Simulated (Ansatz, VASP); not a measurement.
## One calculation of Si4N, two programs

The input INCAR:

```
  PREC = Accurate
  ENCUT = 520
  EDIFF = 1E-6
  ISMEAR = 0
  SIGMA = 0.05
  LREAL = False
  LASPH = True
  NELM = 150
  ALGO = Normal
  ISIF = 2
  LWAVE = False
  LCHARG = False
  ISPIN = 2
  MAGMOM = 0 0 0 0 3
  LORBIT = 11
  LDIPOL = True
  IDIPOL = 3
  DIPOL = 0.5 0.5 0.335
  GGA = PE
  IVDW = 12
  NBANDS = 22
```

Contents of KPOINTS:

```
Automatic mesh
0
Gamma
  7 7 1
```

POSCAR

```
Si4N
1.0
    3.8333442755      0.0000000000      0.0000000000
    0.0000000000      3.8333442755      0.0000000000
    0.0000000000      0.0000000000     21.1034818114
Si N
4 1
Direct
    0.0000000000      0.5000000000      0.1895421825
    0.0000000000      0.0000000000      0.2537634269
    0.5000000000      0.0000000000      0.3207061922
    0.5000000000      0.5000000000      0.3839879070
    0.6250000000      0.7500000000      0.5261445439
```

Input for Ansatz:

```yaml
crystal:
  lattice:
    - [3.8333442755, 0.0, 0.0]
    - [0.0, 3.8333442755, 0.0]
    - [0.0, 0.0, 21.1034818114]
  atoms:
    - { symbol: Si, position: [0.0, 0.5, 0.1895421825] }
    - { symbol: Si, position: [0.0, 0.0, 0.2537634269] }
    - { symbol: Si, position: [0.5, 0.0, 0.3207061922] }
    - { symbol: Si, position: [0.5, 0.5, 0.383987907] }
    - { symbol: "N", position: [0.625, 0.75, 0.5261445439], spin: 3.0 }
basis:
  ecutwfc: 420
kpoints:
  mp_grid: { grid: [7, 7, 1] }
hamiltonian:
  xc: pbe
  pseudopotentials: { kind: paw, azcp: { folder: soft_1 } }
  dispersion: d3bj
scf:
  occupations: { method: gaussian, width: 0.05 }
output:
  forces: true
  eigenvalues: true
  populations: true
  write_density: true
  write_potential: true
  elf: true
  volumetric_format: npy
magnetization:
  spin_polarized: true
efield:
  axis: 3
  dipole_correction: true
  ramp_width: 0.04
```

Alike in both runs: task single point; functional PBE; dispersion D3(BJ); k mesh 7 × 7 × 1; occupations gaussian, width 0.05 eV; collinear spin.

|  | VASP | Ansatz |
| --- | --- | --- |
| version | VASP 6.6.1 | Ansatz 0.2.0 |
| potentials or method | VASP PAW PBE potentials, release 64 (Si, N), cutoff 520 eV | scalar-relativistic, plane waves, PAW |
| valence electrons in the cell | 21 | 21 |

Ansatz gave:

| Item | Value |
| --- | --- |
| gap on the k mesh at the Fermi level (eV) | none |
| rms of the force components (eV/Å) | 0.120 |
| net moment per atom (μB) | 0.53 |
| size of the moment on the site where the two differ most (μB) | 2.68 |

Task: Which values does VASP return?

Result: gap on the k mesh at the Fermi level (eV): none; rms of the force components (eV/Å): 0.119; net moment per atom (μB): 0.53; size of the moment on the site where the two differ most (μB): 1.87.

Site moments also hang on the region over which each program counts them. Atom by atom the forces differ by 0.002 eV/Å (rms over components). A gap of «none» marks a metal or a gap that the smearing closes. Ansatz's warnings: xc potential rough in thin density.
